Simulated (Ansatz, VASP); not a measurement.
MnS: VASP beside Ansatz

```
Mn S
1.0
     0.00000    2.62984    2.62984
     2.62984    0.00000    2.62984
     2.62984    2.62984    0.00000
Mn S
1 1
Direct
  0.00000 0.00000 0.00000
  0.50000 0.50000 0.50000
```

Alike in both runs: task single point; functional PBE; k mesh 14 × 14 × 14; occupations gaussian, width 0.1 eV; collinear spin.

|  | VASP | Ansatz |
| --- | --- | --- |
| version | VASP 6.6.1 | Ansatz 0.2.0 |
| potentials or method | VASP PAW PBE potentials, release 64 (Mn_pv, S), cutoff 520 eV | scalar-relativistic, plane waves, PAW |
| valence electrons in the cell | 19 | 21 |

|  | VASP | Ansatz | Ansatz less VASP |
| --- | --- | --- | --- |
| gap on the k mesh at the Fermi level (eV) | none | none | - |
| pressure (GPa) | -4.3 | -4.4 | -0.01 |
| net moment per atom (μB) | 2.38 | 2.38 | -0.001 |
| size of the moment on the site where the two differ most (μB) | 0.11 | 0.15 | +0.043 |

Site moments also hang on the region over which each program counts them. A gap of «none» marks a metal or a gap that the smearing closes. VASP's potentials hold 19 valence electrons a cell and Ansatz's 21, so a difference there can come from the potentials and not from the codes.
